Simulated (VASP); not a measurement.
Set up this calculation in VASP 6.6.1, as the native input.

- Task: relaxation of cell and atoms
- Functional: PBEsol
- Potentials or basis: VASP PAW PBE potentials, release 64 (K_sv, Br)
- Cutoff: 600 eV
- k mesh: 7 × 7 × 7
- Occupations: fermi-dirac, width 0.02 eV
- Spin: no spin polarisation
- Dipole correction: no
- Further INCAR settings: ALGO = Normal; EDIFF = 1e-06; IBRION = 2; EDIFFG = -0.005; NSW = 100; ISIF = 3

The structure of KBr lies in POSCAR:

```
KBr
1.0
    0.0000000000      3.3434260326      3.3434260326
    3.3434260326      0.0000000000      3.3434260326
    3.3434260326      3.3434260326      0.0000000000
K Br
1 1
Direct
    0.0000000000      0.0000000000      0.0000000000
    0.5000000000      0.5000000000      0.5000000000
```

One way to write it, as run:

INCAR

```
PREC = Accurate
ENCUT = 600
EDIFF = 1E-6
ISMEAR = -1
SIGMA = 0.02
LREAL = False
LASPH = True
NELM = 60
ALGO = Normal
ISIF = 3
LWAVE = False
LCHARG = False
GGA = PS
IBRION = 2
NSW = 100
EDIFFG = -0.005
```

KPOINTS

```
regular mesh
0
Gamma
  7 7 7
```

Potentials or basis: VASP PAW PBE potentials, release 64 (K_sv, Br).

Command:

```console
$ cat potpaw_PBE.64/K_sv/POTCAR potpaw_PBE.64/Br/POTCAR > POTCAR
$ mpirun -np 1 vasp_std > vasp.out
```

Results of the run:

The relaxed volume is 35.27 Å³/atom. The relaxed cell is a = 4.638 Å, b = 4.638 Å, c = 4.638 Å, α = 60.00°, β = 60.00°, γ = 60.00°. The space group after relaxing (to 0.05 Å) is Fm-3m (No. 225) and the energy gained by relaxing is 5.4 meV/atom. The ionic steps are 4, the pressure after relaxing is 0.0 GPa and the band gap on the k mesh is 4.32 eV, direct.

Caveat: the PAW data sets were made with another functional, which shifts forces and pressure a little.

Run time: 84 s on 1 thread of Intel Xeon 6975P-C (shared host), peak memory 0.26 GiB.
